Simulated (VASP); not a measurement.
Runs of VASP 6.6.1 on BN. The structure is that of space group F-43m (No. 216), or close to it. The cells are those of the table. 

```tsv
task	level	potentials or basis	cell	k mesh	cutoff (eV)	grid for exact exchange (PRECFOCK)	share of exact exchange	screening parameter	gap on the mesh (eV)	pressure (GPa)
single point	r2SCAN	VASP PAW PBE potentials, release 64 (B_h, N_h)	a = 2.578, b = 2.578, c = 2.552 Å, angles 60.3, 60.3, 59.3°, 2 atoms	12 × 12 × 12	1460	-	-	-	4.79	-7.9
dielectric tensor	r2SCAN	VASP PAW PBE potentials, release 64 (B, N)	a = 2.604, b = 2.604, c = 2.552 Å, angles 60.7, 60.7, 58.7°, 2 atoms	10 × 10 × 10	520	-	-	-	4.58	-
single point	HSE06	VASP PAW PBE potentials, release 64 (B, N)	a = 2.514, b = 2.514, c = 2.552 Å, angles 59.5, 59.5, 61.0°, 2 atoms	8 × 8 × 8	520	Normal	0.25	0.2079 1/Å	5.26	8.6
single point	HSE06	VASP PAW PBE potentials, release 64 (B, N)	a = 2.552 Å, angles 60.0°, 2 atoms	8 × 8 × 8	520	Normal	0.25	0.2079 1/Å	(a)	(b)
```

Alike in all rows: no spin polarisation; smearing gaussian 0.01 eV.

**Question.** Estimate the missing entries.

**Answer.** (a) 5.78; (b) -3.9.

Caveats: the PAW data sets were made with another functional, which shifts forces and pressure a little; the stress differs along the axes, from -17 to -4 GPa (at least some runs); the stress differs along the axes, from 2 to 22 GPa (at least some runs); the cell stands under tension (at least some runs).

A k mesh can miss the band edges.
